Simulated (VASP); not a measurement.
Here is a VASP 6.6.1 calculation.

Contents of INCAR:

```
PREC     = Accurate       # precision mode
ENCUT    = 520            # plane-wave cutoff, eV
EDIFF    = 1E-6           # SCF threshold, eV
ISMEAR   = 0              # smearing method
SIGMA    = 0.05           # smearing width, eV
LREAL    = False          # projectors in reciprocal space
LASPH    = True           # aspherical terms in the spheres
NELM     = 60             # most SCF steps
ALGO     = Normal         # electronic algorithm
ISIF     = 2              # what is computed and relaxed
LWAVE    = False          # write WAVECAR
LCHARG   = False          # write CHGCAR
GGA      = PS             # functional
IVDW     = 13             # dispersion correction
NBANDS   = 11             # bands
```

The input KPOINTS:

```
Automatic mesh
0
Gamma
  11 11 11
```

POSCAR

```
Hf
1.0
    3.1395540000      0.0000000000      0.0000000000
    1.5697770000      2.7189335206      0.0000000000
    1.5697770000      0.9063111735      2.5634351066
Hf
1
Direct
    0.0000000000      0.0000000000      0.0000000000
```

Potentials or basis: VASP PAW PBE potentials, release 64 (Hf_pv).

Run with:

```bash
$ cat potpaw_PBE.64/Hf_pv/POTCAR > POTCAR
$ mpirun -np 1 vasp_std > vasp.out
```

(1) Estimate the pressure.

(2) What does it give for the dispersion energy per atom?

(3) Estimate the band gap on the k mesh.

Answers

(1) -3.3 GPa.

(2) -0.125 eV.

(3) zero (band 5 reaches 6.14 eV, above the bottom of band 6 at 4.41 eV).

Caveat: the PAW data sets were made with another functional, which shifts forces and pressure a little; spin-orbit coupling is left out, which moves the levels of the heavy elements; pairwise dispersion overbinds metals, which lowers pressure and volume.
